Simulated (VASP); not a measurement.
Runs of VASP 6.6.1 on MgS (lda). The structure is that of space group F-43m (No. 216), or close to it. The cells are those of the table. 

| task | cell | smearing | gap on the mesh (eV) | pressure (GPa) |
| --- | --- | --- | --- | --- |
| single point | a = 3.974 Å, angles 60.0°, 2 atoms | gaussian 0.1 eV | (a) | -1.2 |
| single point | a = 3.955 Å, angles 60.0°, 2 atoms | gaussian 0.01 eV | 3.38 | -0.3 |
| relaxation of cell and atoms | relaxed from a = 3.974 Å, angles 60.0°, 2 atoms | gaussian 0.02 eV | 3.40 | 0.0 |
| single point | a = 3.955 Å, angles 60.0°, 2 atoms | gaussian 0.02 eV | 3.38 | -0.3 |

Alike in all rows: level LDA; potentials or basis VASP PAW LDA potentials, release 64 (Mg, S); no spin polarisation; k mesh 6 × 6 × 6; cutoff (eV) 600.

Task: Fill in the values left out.

Result: (a) 3.31.

A k mesh can miss the band edges.
